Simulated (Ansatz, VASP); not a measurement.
**One calculation of Co, two programs**

File INCAR:

```
PREC = Accurate
ENCUT = 520
EDIFF = 1E-6
ISMEAR = -1
SIGMA = 0.1
LREAL = False
LASPH = True
NELM = 150
ALGO = Normal
ISIF = 2
LWAVE = False
LCHARG = False
ISPIN = 2
MAGMOM = 1.8 1.8
LORBIT = 11
LMAXMIX = 4
GGA = PS
NBANDS = 20
```

KPOINTS

```
Automatic mesh
0
Gamma
  10 10 6
```

POSCAR

```
Co
1.0
    2.5074000000      0.0000000000      0.0000000000
   -1.2537000000      2.1714721000      0.0000000000
    0.0000000000      0.0000000000      4.0699000000
Co
2
Direct
    0.3333333300      0.6666666700      0.2500000000
    0.6666666700      0.3333333300      0.7500000000
```

Input for Ansatz:

```yaml
crystal:
  lattice:
    - [2.5074, 0.0, 0.0]
    - [-1.2537, 2.1714721, 0.0]
    - [0.0, 0.0, 4.0699]
  atoms:
    - { symbol: Co, position: [0.33333333, 0.66666667, 0.25] }
    - { symbol: Co, position: [0.66666667, 0.33333333, 0.75] }
basis:
  ecutwfc: 470.0
kpoints:
  mp_grid:
    grid: [10, 10, 6]
hamiltonian:
  xc: pbesol
magnetization:
  spin_polarized: true
  per_species:
    Co: 1.8
scf:
  occupations:
    method: fermi_dirac
    width: 0.1
```

Alike in both runs: task single point; functional PBEsol; k mesh 10 × 10 × 6; occupations fermi-dirac, width 0.1 eV; collinear spin.

|  | VASP | Ansatz |
| --- | --- | --- |
| version | VASP 6.6.1 | Ansatz 0.2.0 |
| potentials or method | VASP PAW PBE potentials, release 64 (Co), cutoff 520 eV | plane waves, PAW |
| valence electrons in the cell | 18 | 34 |

```csv
,VASP,Ansatz,Ansatz less VASP
net moment per atom (μB),1.65,1.65,+0.004
size of the moment on the site where the two differ most (μB),1.67,1.72,+0.056
```

VASP's potentials were made for PBE, not for PBEsol. Site moments also hang on the region over which each program counts them. VASP's potentials hold 18 valence electrons a cell and Ansatz's 34, so a difference there can come from the potentials and not from the codes.
